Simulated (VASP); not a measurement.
# ZnS (Imm2) in VASP: further runs

The runs below take ZnS through single point, with PBE.

All numbers are computed with VASP 6.6.1; they aren't measurements. Logs are shortened: lines on timing, memory, paths and dates and some standing lists are left out, and cuts for length are marked.

**1. The cell of the first run**

It takes space group Imm2 (No. 44, orthorhombic). Conventional cell: a = 3.821 Å, b = 3.821 Å, c = 5.404 Å, α = 90.00°, β = 90.00°, γ = 90.00°. Zn (site symmetry mm2) has 4 S at 2.23 to 2.46 Å within 2.9 Å. Within 2.9 Å of S (site symmetry mm2) lie 4 Zn at 2.23 to 2.46 Å.

**2. Single point, PBE**

The input, INCAR:

```
SYSTEM = ZnS
PREC = Accurate ; ENCUT = 520
EDIFF = 1E-7 ; ISMEAR = 0
SIGMA = 0.01 ; LREAL = .False.
LASPH = .True. ; NELM = 80
ALGO = Normal ; ISIF = 2
LWAVE = .False. ; LCHARG = .True.
GGA = PE ; LELF = .True.
LVHAR = .True. ; NBANDS = 16
```

The input, KPOINTS:

```
regular mesh
0
Gamma
  6 6 6
  0 0 0
```

The input, POSCAR:

```
ZnS
1.0
    0.0000000000      2.7020000000      2.7020000000
    2.7020000000      0.0000000000      2.7020000000
    2.7020000000      2.7020000000      0.0000000000
Zn S
1 1
Direct
    0.2500000000      0.2500000000      0.2500000000
   -0.0370096225     -0.0370096225      0.0370096225
```

Potentials or basis: VASP PAW PBE potentials, release 64 (Zn, S).

The run is started by

```console
> cat potpaw_PBE.64/Zn/POTCAR potpaw_PBE.64/S/POTCAR > POTCAR
> mpirun -np 1 vasp_std > vasp.out
```

OUTCAR:

```text
SYSTEM = ZnS
   PREC = Accurate
   ENCUT = 520
   EDIFF = 1E-7
   ISMEAR = 0
   LREAL = .False.
   LASPH = .True.
   NELM = 80
   ISIF = 2
   GGA = PE

 ion  position               nearest neighbor table
   1  0.250  0.250  0.250-   2 2.23   2 2.23   2 2.46   2 2.46
   2  0.963  0.963  0.037-   1 2.23   1 2.23   1 2.46   1 2.46

  LATTYP: Found a face centered cubic cell.
 ALAT       =     5.4040000000

  Lattice vectors:

 A1 = (   0.0000000000,   2.7020000000,   2.7020000000)
 A2 = (   2.7020000000,   0.0000000000,   2.7020000000)
 A3 = (   2.7020000000,   2.7020000000,   0.0000000000)

Analysis of symmetry for initial positions (statically):
=====================================================================
 Subroutine PRICEL returns:
 Original cell was already a primitive cell.

 Routine SETGRP: Setting up the symmetry group for a
 face centered cubic supercell.

 Subroutine GETGRP returns: Found  4 space group operations
 (whereof  4 operations were pure point group operations)
 out of a pool of 48 trial point group operations.

The static configuration has the point symmetry C_2v.

Analysis of symmetry for dynamics (positions and initial velocities):
=====================================================================
 Subroutine PRICEL returns:
 Original cell was already a primitive cell.

 Routine SETGRP: Setting up the symmetry group for a
 face centered cubic supercell.

 Subroutine GETGRP returns: Found  4 space group operations
 (whereof  4 operations were pure point group operations)
 out of a pool of 48 trial point group operations.

The dynamic configuration has the point symmetry C_2v.

 Subroutine INISYM returns: Found  4 space group operations
 (whereof  4 operations are pure point group operations),
 and found     1 'primitive' translations

----------------------------------------------------------------------------------------

                                     Primitive cell

  volume of cell :      39.4535

  direct lattice vectors                    reciprocal lattice vectors
     0.000000000  2.702000000  2.702000000    -0.185048113  0.185048113  0.185048113
     2.702000000  0.000000000  2.702000000     0.185048113 -0.185048113  0.185048113
     2.702000000  2.702000000  0.000000000     0.185048113  0.185048113 -0.185048113

  length of vectors
     3.821205046  3.821205046  3.821205046     0.320512733  0.320512733  0.320512733

  position of ions in fractional coordinates (direct lattice)
     0.250000000  0.250000000  0.250000000
     0.962990377  0.962990377  0.037009623

  ion indices of the primitive-cell ions
   primitive index   ion index
                 1           1
                 2           2

----------------------------------------------------------------------------------------

 KPOINTS: regular mesh

Automatic generation of k-mesh.
 Grid dimensions read from file:
 generate k-points for:    6    6    6

 Generating k-lattice:

  Cartesian coordinates                     Fractional coordinates (reciprocal lattice)
    -0.030841352  0.030841352  0.030841352     0.166666667  0.000000000  0.000000000
     0.030841352 -0.030841352  0.030841352     0.000000000  0.166666667  0.000000000
     0.030841352  0.030841352 -0.030841352     0.000000000  0.000000000  0.166666667

  Length of vectors
     0.053418789  0.053418789  0.053418789

  Shift w.r.t. Gamma in fractional coordinates (k-lattice)
     0.000000000  0.000000000  0.000000000

 Subroutine IBZKPT returns following result:
 ===========================================

 Found     46 irreducible k-points:

 Following reciprocal coordinates:
            Coordinates               Weight
  0.000000  0.000000  0.000000      1.000000
  0.166667  0.000000  0.000000      4.000000
  0.000000  0.000000  0.166667      4.000000
  0.333333  0.000000  0.000000      4.000000
  0.000000  0.000000  0.333333      4.000000
  0.500000  0.000000  0.000000      2.000000
[... 16 lines left out ...]
  0.000000 -0.166667  0.166667      8.000000
  0.166667  0.166667  0.333333      2.000000
 [... further k-points ...]
   k-points           NKPTS =     46   k-points in BZ     NKDIM =     46   number of bands    NBANDS=     16
   number of dos      NEDOS =    301   number of ions     NIONS =      2
   total plane-waves  NPLWV =  21952
   dimension x,y,z NGX =    28 NGY =   28 NGZ =   28
   dimension x,y,z NGXF=    56 NGYF=   56 NGZF=   56
   ions per type =               1   1
   NGX,Y,Z   is equivalent  to a cutoff of  12.18, 12.18, 12.18 a.u.
   NGXF,Y,Z  is equivalent  to a cutoff of  24.36, 24.36, 24.36 a.u.
 SYSTEM =  ZnS
   PREC   = accura    normal or accurate (medium, high low for compatibility)
   ISTART =      0    job   : 0-new  1-cont  2-samecut
   ICHARG =      2    charge: 1-file 2-atom 10-const
   ISPIN  =      1    spin polarized calculation?
   LNONCOLLINEAR =      F non collinear calculations
   LSORBIT =      F    spin-orbit coupling
   LASPH  =      T    aspherical Exc in radial PAW
   ENCUT  =  520.0 eV  38.22 Ry    6.18 a.u.   7.10  7.10  7.10*2*pi/ulx,y,z
   NELM   =     80;   NELMIN=  2; NELMDL= -5     # of ELM steps
   EDIFF  = 0.1E-06   stopping-criterion for ELM
   LREAL  =      F    real-space projection
   EDIFFG = 0.1E-05   stopping-criterion for IOM
   NSW    =      0    number of steps for IOM
   IBRION =     -1    ionic relax: 0-MD 1-quasi-New 2-CG
   NFREE  =      0    steps in history (QN), initial steepest desc. (CG)
   ISIF   =      2    stress and relaxation
   ISYM   =      2    0-nonsym 1-usesym 2-fastsym
   POTIM  = 0.5000    time-step for ionic-motion
   TEBEG  =    0.0;   TEEND  =   0.0 temperature during run
   PSTRESS=    0.0 pullay stress
   NELECT =      18.0000    total number of electrons
   NUPDOWN=      -1.0000    fix difference up-down
   EMIN   =  10.00;   EMAX   =-10.00  energy-range for DOS
   EFERMI =   0.00;   METHOD = LEGACY
   ISMEAR =     0;   SIGMA  =   0.01  broadening in eV -4-tet -1-fermi 0-gaus
   EFERMI_NEDOS =   21; number of points for ismear=-14 and -15
   IALGO  =     38    algorithm
   IMIX   =      4    mixing-type and parameters
     AMIX     =   0.40;   BMIX     =  1.00
     AMIX_MAG =   1.60;   BMIX_MAG =  1.00
  volume/ion in A,a.u.               =      19.73       133.12
  Fermi-wavevector in a.u.,A,eV,Ry     =   1.260290  2.381602 21.610537  1.588330
  Thomas-Fermi vector in A             =   2.393807
   LORBIT       =      0    0 simple, 1 ext, 2 COOP (PROOUT), +10 PAW based schemes
   GGA     = PE    functional components
   LHFCALC =     F    Hartree Fock is set to
   AEXX    =    0.0000 exact exchange contribution
   IVDW    =     0    specifies the selected vdW correction
   LEPSILON=     F    determine dielectric tensor
   LRPA    =     F    only Hartree local field effects (RPA)
 non-spin polarized calculation
 Gauss-broadening in eV      SIGMA  =   0.01
  energy-cutoff  :      520.00
  volume of cell :       39.45
 maximum number of plane-waves:      1073
   NGX = 15   NGY = 15   NGZ = 15

 number of electron      18.0000000 magnetization

 Free energy of the ion-electron system (eV)
  ---------------------------------------------------
  ext. energy  EPLUGINS =         0.00000000
  ---------------------------------------------------
  free energy    TOTEN  =        -6.72907169 eV

  energy without entropy =       -6.72907169  energy(sigma->0) =       -6.72907169

 E-fermi :   2.3198     XC(G=0):  -9.6279

 val. band max:        2.2066461832   @ k =   0.0000   0.0000   0.0000
 cond. band min:       4.2482798317   @ k =   0.0000   0.0000   0.0000
 fundamental gap:      2.0416336485
 Fermi energy:         2.3197893587

 k-point     1 :       0.0000    0.0000    0.0000
  band No.  band energies     occupation
      1     -11.0698      2.00000
      2      -4.4434      2.00000
      3      -4.3025      2.00000
      4      -4.1601      2.00000
      5      -3.8096      2.00000
      6      -3.7967      2.00000
[... 8 lines left out ...]
     15      13.8661      0.00000
     16      13.9191      0.00000

 k-point     2 :       0.1667    0.0000    0.0000
  band No.  band energies     occupation
      1     -10.8592      2.00000
      2      -4.4416      2.00000
      3      -4.2444      2.00000
      4      -4.1306      2.00000
      5      -3.8131      2.00000
      6      -3.8043      2.00000
[... 8 lines left out ...]
     15      13.0177      0.00000
     16      14.7696      0.00000

 k-point     3 :       0.0000    0.0000    0.1667
  band No.  band energies     occupation
      1     -10.8768      2.00000
      2      -4.4086      2.00000
      3      -4.2901      2.00000
      4      -4.1444      2.00000
      5      -3.8102      2.00000
      6      -3.7922      2.00000
[... 8 lines left out ...]
     15      13.1706      0.00000
     16      14.7441      0.00000

 k-point     4 :       0.3333    0.0000    0.0000
  band No.  band energies     occupation
      1     -10.3782      2.00000
      2      -4.3472      2.00000
      3      -4.0945      2.00000
      4      -4.0877      2.00000
      5      -3.8045      2.00000
      6      -3.7927      2.00000
[... 8 lines left out ...]
     15      13.7654      0.00000
     16      13.9929      0.00000
[... 324 lines left out ...]
 k-point    22 :      -0.1667    0.1667    0.0000
  band No.  band energies     occupation
      1     -10.5454      2.00000
      2      -4.4044      2.00000
      3      -4.1318      2.00000
      4      -4.0975      2.00000
      5      -3.8349      2.00000
      6      -3.7984      2.00000
[... 8 lines left out ...]
     15      13.7540      0.00000
     16      16.1984      0.00000

 k-point    23 :       0.0000   -0.1667    0.1667
  band No.  band energies     occupation
      1     -10.5784      2.00000
      2      -4.3935      2.00000
      3      -4.2081      2.00000
      4      -4.0917      2.00000
      5      -3.8177      2.00000
      6      -3.7819      2.00000
[... 8 lines left out ...]
     15      14.0943      0.00000
     16      16.4289      0.00000

 k-point    24 :       0.1667    0.1667    0.3333
  band No.  band energies     occupation
      1     -10.6045      2.00000
      2      -4.3644      2.00000
      3      -4.2655      2.00000
      4      -4.1193      2.00000
      5      -3.8252      2.00000
      6      -3.7475      2.00000
[... 8 lines left out ...]
     15      14.4045      0.00000
     16      16.3797      0.00000

 [... further k-points ...]
[... 5 lines left out ...]
  --------------------------------------------------------------------------------------
  -------------------------------------------------------------------------------------
  Total        0.8769533      0.8769533      0.5390625     -1.1789989      0.0000000      0.0000000
  in kB       35.6123817     35.6123817     21.8909012    -47.8782138      0.0000000      0.0000000
  external PRESSURE =      31.0385549 kB  Pullay stress =       0.0000000 kB

 VOLUME and BASIS-vectors are now :
 -----------------------------------------------------------------------------
  energy-cutoff  :      520.00
  volume of cell :       39.45
      direct lattice vectors                 reciprocal lattice vectors
     0.000000000  2.702000000  2.702000000    -0.185048113  0.185048113  0.185048113
     2.702000000  0.000000000  2.702000000     0.185048113 -0.185048113  0.185048113
     2.702000000  2.702000000  0.000000000     0.185048113  0.185048113 -0.185048113

 POSITION                                       TOTAL-FORCE (eV/Angst)
 -----------------------------------------------------------------------------------
      1.35100      1.35100      1.35100         0.000000      0.000000     -1.136994
      2.70200      2.70200      5.20400         0.000000      0.000000      1.136994
 -----------------------------------------------------------------------------------
    total drift:                               -0.000002     -0.000002      0.000076

  FREE ENERGIE OF THE ION-ELECTRON SYSTEM (eV)
  ---------------------------------------------------
  free  energy   TOTEN  =        -6.7290716948 eV

  energy  without entropy=       -6.7290716948  energy(sigma->0) =       -6.72907169
```

Wall time 12 s (1 thread of Intel Xeon 6975P-C (Granite Rapids), shared host); peak memory 0.17 GiB.

Results:

```
Free energy            : -6.7291 eV
Pressure               : 3.1 GPa
Largest force          : 1.137 eV/Å
Band gap on the k mesh : 2.04 eV, direct
```

Forces in eV/Å, atoms in the order of the input:
```
Zn   0.000  0.000 -1.137
S    0.000  0.000  1.137
```

Stress tensor (GPa, compression positive):
```
 3.56 -4.79  0.00
-4.79  3.56  0.00
 0.00  0.00  2.19
```

Caveat: forces of over 1 eV/Å act on the atoms, so gaps and moduli don't describe the material at rest. PBE gaps usually lie below the measured ones, often by a third to a half.

(Part 1 of 2 ends here.)
